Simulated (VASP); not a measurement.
# Pt (Fm-3m) in VASP: notebook

The runs below take Pt through single point, relaxation of cell and atoms, with PBE.

Everything below comes from runs of VASP 6.6.1. Logs are shortened: lines on timing, memory, paths and dates and some standing lists are left out, and cuts for length are marked.

## Step 1: The cell of the first run

It takes space group Fm-3m (No. 225, cubic). The conventional cell has a = 3.777 Å, b = 3.777 Å, c = 3.777 Å, α = 90.00°, β = 90.00°, γ = 90.00°. Pt (site symmetry m-3m) has 12 Pt at 2.67 Å within 3.5 Å.

## Step 2: Single point, PBE

INCAR

```
SYSTEM = Pt
ALGO = Normal
EDIFF = 1E-6
ENCUT = 520
GGA = PE
ISIF = 2
ISMEAR = 0
LASPH = .TRUE.
LCHARG = .FALSE.
LREAL = .FALSE.
LWAVE = .FALSE.
NBANDS = 11
NELM = 60
PREC = Accurate
SIGMA = 0.1
```

KPOINTS

```
k-points
0
G
  8 8 8
  0 0 0
```

POSCAR

```
Pt
1.0
    0.0000000000      1.8885497552      1.8885497552
    1.8885497552      0.0000000000      1.8885497552
    1.8885497552      1.8885497552      0.0000000000
Pt
1
Direct
    0.0000000000      0.0000000000      0.0000000000
```

Potentials or basis: VASP PAW PBE potentials, release 64 (Pt).

On the command line:

```bash
> cat potpaw_PBE.64/Pt/POTCAR > POTCAR
> mpirun -np 1 vasp_std > vasp.out
```

OUTCAR:

```text
SYSTEM = Pt
   EDIFF = 1E-6
   ENCUT = 520
   GGA = PE
   ISIF = 2
   ISMEAR = 0
   LASPH = .TRUE.
   LREAL = .FALSE.
   NELM = 60
   PREC = Accurate

 ion  position               nearest neighbor table
   1  0.000  0.000  0.000-

  LATTYP: Found a face centered cubic cell.
 ALAT       =     3.7770995104

  Lattice vectors:

 A1 = (   0.0000000000,   1.8885497552,   1.8885497552)
 A2 = (   1.8885497552,   0.0000000000,   1.8885497552)
 A3 = (   1.8885497552,   1.8885497552,   0.0000000000)

Analysis of symmetry for initial positions (statically):
=====================================================================
 Subroutine PRICEL returns:
 Original cell was already a primitive cell.

 Routine SETGRP: Setting up the symmetry group for a
 face centered cubic supercell.

 Subroutine GETGRP returns: Found 48 space group operations
 (whereof 48 operations were pure point group operations)
 out of a pool of 48 trial point group operations.

The static configuration has the point symmetry O_h .

Analysis of symmetry for dynamics (positions and initial velocities):
=====================================================================
 Subroutine PRICEL returns:
 Original cell was already a primitive cell.

 Routine SETGRP: Setting up the symmetry group for a
 face centered cubic supercell.

 Subroutine GETGRP returns: Found 48 space group operations
 (whereof 48 operations were pure point group operations)
 out of a pool of 48 trial point group operations.

The dynamic configuration has the point symmetry O_h .

 Subroutine INISYM returns: Found 48 space group operations
 (whereof 48 operations are pure point group operations),
 and found     1 'primitive' translations

----------------------------------------------------------------------------------------

                                     Primitive cell

  volume of cell :      13.4715

  direct lattice vectors                    reciprocal lattice vectors
     0.000000000  1.888549755  1.888549755    -0.264753417  0.264753417  0.264753417
     1.888549755  0.000000000  1.888549755     0.264753417 -0.264753417  0.264753417
     1.888549755  1.888549755  0.000000000     0.264753417  0.264753417 -0.264753417

  length of vectors
     2.670812677  2.670812677  2.670812677     0.458566369  0.458566369  0.458566369

  position of ions in fractional coordinates (direct lattice)
     0.000000000  0.000000000  0.000000000

  ion indices of the primitive-cell ions
   primitive index   ion index
                 1           1

----------------------------------------------------------------------------------------

 KPOINTS: k-points

Automatic generation of k-mesh.
 Grid dimensions read from file:
 generate k-points for:    8    8    8

 Generating k-lattice:

  Cartesian coordinates                     Fractional coordinates (reciprocal lattice)
    -0.033094177  0.033094177  0.033094177     0.125000000  0.000000000  0.000000000
     0.033094177 -0.033094177  0.033094177     0.000000000  0.125000000  0.000000000
     0.033094177  0.033094177 -0.033094177     0.000000000  0.000000000  0.125000000

  Length of vectors
     0.057320796  0.057320796  0.057320796

  Shift w.r.t. Gamma in fractional coordinates (k-lattice)
     0.000000000  0.000000000  0.000000000

 Subroutine IBZKPT returns following result:
 ===========================================

 Found     29 irreducible k-points:

 Following reciprocal coordinates:
            Coordinates               Weight
  0.000000  0.000000  0.000000      1.000000
  0.125000  0.000000  0.000000      8.000000
  0.250000  0.000000  0.000000      8.000000
  0.375000  0.000000  0.000000      8.000000
  0.500000  0.000000  0.000000      4.000000
  0.125000  0.125000  0.000000      6.000000
[... 16 lines left out ...]
  0.500000  0.250000  0.125000     48.000000
 -0.375000  0.250000  0.125000     24.000000
 [... further k-points ...]
   k-points           NKPTS =     29   k-points in BZ     NKDIM =     29   number of bands    NBANDS=     11
   number of dos      NEDOS =    301   number of ions     NIONS =      1
   total plane-waves  NPLWV =   8000
   dimension x,y,z NGX =    20 NGY =   20 NGZ =   20
   dimension x,y,z NGXF=    40 NGYF=   40 NGZF=   40
   ions per type =               1
   NGX,Y,Z   is equivalent  to a cutoff of  12.45, 12.45, 12.45 a.u.
   NGXF,Y,Z  is equivalent  to a cutoff of  24.90, 24.90, 24.90 a.u.
 SYSTEM =  Pt
   PREC   = accura    normal or accurate (medium, high low for compatibility)
   ISTART =      0    job   : 0-new  1-cont  2-samecut
   ICHARG =      2    charge: 1-file 2-atom 10-const
   ISPIN  =      1    spin polarized calculation?
   LNONCOLLINEAR =      F non collinear calculations
   LSORBIT =      F    spin-orbit coupling
   LASPH  =      T    aspherical Exc in radial PAW
   ENCUT  =  520.0 eV  38.22 Ry    6.18 a.u.   4.97  4.97  4.97*2*pi/ulx,y,z
   NELM   =     60;   NELMIN=  2; NELMDL= -5     # of ELM steps
   EDIFF  = 0.1E-05   stopping-criterion for ELM
   LREAL  =      F    real-space projection
   EDIFFG = 0.1E-04   stopping-criterion for IOM
   NSW    =      0    number of steps for IOM
   IBRION =     -1    ionic relax: 0-MD 1-quasi-New 2-CG
   NFREE  =      0    steps in history (QN), initial steepest desc. (CG)
   ISIF   =      2    stress and relaxation
   ISYM   =      2    0-nonsym 1-usesym 2-fastsym
   POTIM  = 0.5000    time-step for ionic-motion
   TEBEG  =    0.0;   TEEND  =   0.0 temperature during run
   PSTRESS=    0.0 pullay stress
   NELECT =      10.0000    total number of electrons
   NUPDOWN=      -1.0000    fix difference up-down
   EMIN   =  10.00;   EMAX   =-10.00  energy-range for DOS
[... 5 lines left out ...]
     AMIX     =   0.40;   BMIX     =  1.00
     AMIX_MAG =   1.60;   BMIX_MAG =  1.00
  volume/ion in A,a.u.               =      13.47        90.91
  Fermi-wavevector in a.u.,A,eV,Ry     =   1.482301  2.801143 29.894942  2.197216
  Thomas-Fermi vector in A             =   2.596104
   LORBIT       =      0    0 simple, 1 ext, 2 COOP (PROOUT), +10 PAW based schemes
   GGA     = PE    functional components
   LHFCALC =     F    Hartree Fock is set to
   AEXX    =    0.0000 exact exchange contribution
   IVDW    =     0    specifies the selected vdW correction
   LEPSILON=     F    determine dielectric tensor
   LRPA    =     F    only Hartree local field effects (RPA)
 non-spin polarized calculation
 Gauss-broadening in eV      SIGMA  =   0.10
  energy-cutoff  :      520.00
  volume of cell :       13.47
 maximum number of plane-waves:       380
   NGX =  9   NGY =  9   NGZ =  9

 number of electron      10.0000001 magnetization

 Free energy of the ion-electron system (eV)
  ---------------------------------------------------
  ext. energy  EPLUGINS =         0.00000000
  ---------------------------------------------------
  free energy    TOTEN  =        -5.77992073 eV

  energy without entropy =       -5.77274124  energy(sigma->0) =       -5.77633098

 E-fermi :  13.5256     XC(G=0): -14.1833

 val. band max:       13.5111110786   @ k =  -0.2500   0.1250   0.0000
 cond. band min:      13.5743000062   @ k =   0.3750   0.2500   0.1250
 fundamental gap:      0.0631889276
 Fermi energy:        13.5255581355

 k-point     1 :       0.0000    0.0000    0.0000
  band No.  band energies     occupation
      1       2.0276      2.00000
      2       9.0100      2.00000
      3       9.0100      2.00000
      4       9.0100      2.00000
      5      11.5992      2.00000
      6      11.5992      2.00000
      7      27.8137      0.00000
      8      33.4336      0.00000
      9      33.4336      0.00000
     10      33.4336      0.00000
     11      39.2167      0.00000

 k-point     2 :       0.1250    0.0000    0.0000
  band No.  band energies     occupation
      1       2.7096      2.00000
      2       8.7123      2.00000
      3       9.2677      2.00000
      4       9.2677      2.00000
      5      11.4666      2.00000
      6      11.4666      2.00000
      7      28.9036      0.00000
      8      30.9606      0.00000
      9      34.5659      0.00000
     10      34.5659      0.00000
     11      41.3826      0.00000

 k-point     3 :       0.2500    0.0000    0.0000
  band No.  band energies     occupation
      1       4.2507      2.00000
      2       8.6020      2.00000
      3       9.4440      2.00000
      4       9.4440      2.00000
      5      11.7878      2.00000
      6      11.7878      2.00000
      7      27.3647      0.00000
      8      30.2289      0.00000
      9      37.4169      0.00000
     10      37.4169      0.00000
     11      38.1053      0.00000

 k-point     4 :       0.3750    0.0000    0.0000
  band No.  band energies     occupation
      1       4.9705      2.00000
      2       9.1054      2.00000
      3       9.1054      2.00000
      4      10.5189      2.00000
      5      12.9557      2.00000
      6      12.9557      2.00000
      7      23.2384      0.00000
      8      28.3260      0.00000
      9      34.9955      0.00000
     10      34.9955      0.00000
     11      41.1284      0.00000

 k-point     5 :       0.5000    0.0000    0.0000
  band No.  band energies     occupation
      1       4.9699      2.00000
      2       8.9165      2.00000
      3       8.9165      2.00000
      4      12.6400      2.00000
      5      13.6205      0.17940
      6      13.6205      0.17939
      7      20.3489      0.00000
      8      27.4256      0.00000
      9      33.2911      0.00000
     10      33.2911      0.00000
     11      44.0542      0.00000

 k-point     6 :       0.1250    0.1250    0.0000
  band No.  band energies     occupation
      1       2.9427      2.00000
      2       8.3824      2.00000
      3       9.5195      2.00000
      4       9.5195      2.00000
      5      10.8916      2.00000
      6      11.8570      2.00000
      7      29.3439      0.00000
      8      31.9850      0.00000
      9      33.6999      0.00000
     10      33.6999      0.00000
     11      43.1271      0.00000

 k-point     7 :       0.2500    0.1250    0.0000
  band No.  band energies     occupation
      1       4.2832      2.00000
      2       7.8990      2.00000
      3       9.5809      2.00000
      4       9.9450      2.00000
      5      11.0413      2.00000
      6      12.2436      2.00000
      7      29.2334      0.00000
      8      31.0461      0.00000
      9      34.1307      0.00000
     10      34.9766      0.00000
     11      39.3707      0.00000

 k-point     8 :       0.3750    0.1250    0.0000
  band No.  band energies     occupation
      1       5.4171      2.00000
      2       8.5669      2.00000
      3       8.9036      2.00000
      4       9.7651      2.00000
      5      13.0019      2.00000
      6      13.2029      1.99999
      7      24.9265      0.00000
      8      29.7540      0.00000
      9      33.2777      0.00000
     10      35.0564      0.00000
     11      40.4236      0.00000
[... 141 lines left out ...]
 k-point    19 :       0.5000    0.3750    0.0000
  band No.  band energies     occupation
      1       5.5436      2.00000
      2       6.0955      2.00000
      3      11.6277      2.00000
      4      12.7321      2.00000
      5      13.9366      0.00000
      6      16.6653      0.00000
      7      23.0990      0.00000
      8      26.3819      0.00000
      9      26.8838      0.00000
     10      35.6419      0.00000
     11      38.6759      0.00000

 k-point    20 :      -0.3750    0.3750    0.0000
  band No.  band energies     occupation
      1       6.0692      2.00000
      2       7.0256      2.00000
      3      10.1091      2.00000
      4      11.9347      2.00000
      5      13.3500      1.98698
      6      19.7302      0.00000
      7      20.9301      0.00000
      8      24.7586      0.00000
      9      29.1324      0.00000
     10      34.7362      0.00000
     11      41.9362      0.00000

 k-point    21 :       0.5000    0.5000    0.0000
  band No.  band energies     occupation
      1       5.1318      2.00000
      2       5.6551      2.00000
      3      13.5823      0.42200
      4      14.1764      0.00000
      5      14.1764      0.00000
      6      15.1542      0.00000
      7      23.7740      0.00000
      8      25.3215      0.00000
      9      25.3215      0.00000
     10      35.1546      0.00000
     11      38.9980      0.00000

 k-point    22 :       0.3750    0.2500    0.1250
  band No.  band energies     occupation
      1       5.6583      2.00000
      2       7.4317      2.00000
      3       8.9554      2.00000
      4      10.9772      2.00000
      5      11.0732      2.00000
      6      13.5743      0.49063
      7      27.8826      0.00000
      8      30.5473      0.00000
      9      32.2019      0.00000
     10      34.1971      0.00000
     11      39.7315      0.00000

 k-point    23 :       0.5000    0.2500    0.1250
  band No.  band energies     occupation
      1       6.4289      2.00000
      2       8.0053      2.00000
      3       8.3956      2.00000
      4      10.6139      2.00000
      5      12.6452      2.00000
      6      15.7731      0.00000
      7      23.6454      0.00000
      8      29.0079      0.00000
      9      30.3702      0.00000
     10      35.0940      0.00000
     11      38.8000      0.00000

 k-point    24 :      -0.3750    0.2500    0.1250
  band No.  band energies     occupation
      1       6.4226      2.00000
      2       7.7442      2.00000
      3       9.4123      2.00000
      4      10.2951      2.00000
      5      13.3255      1.99533
      6      18.3356      0.00000
      7      19.8318      0.00000
      8      29.2491      0.00000
      9      29.4365      0.00000
     10      33.4089      0.00000
     11      41.0339      0.00000

 [... further k-points ...]

------------------------ aborting loop because EDIFF is reached ----------------------------------------

  FORCE on cell =-STRESS in cart. coord.  units (eV):
  Direction    XX          YY          ZZ          XY          YZ          ZX
  --------------------------------------------------------------------------------------
  -------------------------------------------------------------------------------------
  Total        4.5598923      4.5598923      4.5598923     -0.0000000      0.0000000     -0.0000000
  in kB      542.3128332    542.3128332    542.3128332     -0.0000000      0.0000000     -0.0000000
  external PRESSURE =     542.3128332 kB  Pullay stress =       0.0000000 kB

 VOLUME and BASIS-vectors are now :
 -----------------------------------------------------------------------------
  energy-cutoff  :      520.00
  volume of cell :       13.47
      direct lattice vectors                 reciprocal lattice vectors
     0.000000000  1.888549755  1.888549755    -0.264753417  0.264753417  0.264753417
     1.888549755  0.000000000  1.888549755     0.264753417 -0.264753417  0.264753417
     1.888549755  1.888549755  0.000000000     0.264753417  0.264753417 -0.264753417

 POSITION                                       TOTAL-FORCE (eV/Angst)
 -----------------------------------------------------------------------------------
      0.00000      0.00000      0.00000        -0.000000     -0.000000     -0.000000
 -----------------------------------------------------------------------------------
    total drift:                                0.000000     -0.000000      0.000000

  FREE ENERGIE OF THE ION-ELECTRON SYSTEM (eV)
  ---------------------------------------------------
  free  energy   TOTEN  =        -5.7799207303 eV

  energy  without entropy=       -5.7727412381  energy(sigma->0) =       -5.77633098
```

Wall time 3.5 s (1 thread of Intel Xeon Platinum 8488C (Sapphire Rapids), shared host); peak memory 0.13 GiB.

Results:

- Free energy: -5.7799 eV
- Pressure: 54.2 GPa
- Band gap on the k mesh: zero (band 5 reaches 14.18 eV, above the bottom of band 6 at 11.47 eV)

Levels at points of the mesh, in eV from the Fermi level:
```
           k point  band 1  band 2  band 3  band 4  band 5  band 6  band 7  band 8  band 9  band 10
(0.00, 0.00, 0.00)  -11.50   -4.52   -4.52   -4.52   -1.93   -1.93   14.29   19.91   19.91    19.91
(0.50, 0.00, 0.00)   -8.56   -4.61   -4.61   -0.89    0.09    0.09    6.82   13.90   19.77    19.77
(0.50, 0.50, 0.00)   -8.39   -7.87    0.06    0.65    0.65    1.63   10.25   11.80   11.80    21.63
```

Caveat: the k points lie up to 0.36 Å⁻¹ apart; spin-orbit coupling is left out, which moves the levels of the heavy elements.

[end of part 1 of 2]
